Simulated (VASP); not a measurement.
Crystal: KI.

```
CELL_PARAMETERS angstrom
4.33326 0.00000 0.00000
0.00000 4.33326 0.00000
0.00000 0.00000 4.33326
ATOMIC_POSITIONS crystal
I 0.00000 0.00000 0.00000
K 0.50000 0.50000 0.50000
```

Base run:

| Item | Value |
| --- | --- |
| Program | VASP 6.6.1 |
| Functional | PBE |
| Dispersion | D3(BJ) |
| Potentials or basis | VASP PAW PBE potentials, release 64 (I, K_sv) |
| Cutoff | 500 eV |
| k mesh | 4 × 4 × 4 |
| Occupations | fermi-dirac, width 0.1 eV |
| Spin | no spin polarisation |

Its results: band gap on the k mesh 3.25 eV, indirect (least direct gap 3.60 eV); pressure -0.8 GPa.

The run is repeated on the same cell with these changes: dispersion from D3(BJ) to none. What comes out?

Band gap on the k mesh 3.25 eV, indirect (least direct gap 3.60 eV); pressure 0.2 GPa.

Dispersion adds attraction, which lowers the pressure at fixed volume and, as a term added to the energy, leaves the levels alone.

Caveats: spin-orbit coupling is left out, which moves the levels of the heavy elements; three body term missing (some runs).

A k mesh can miss the band edges.
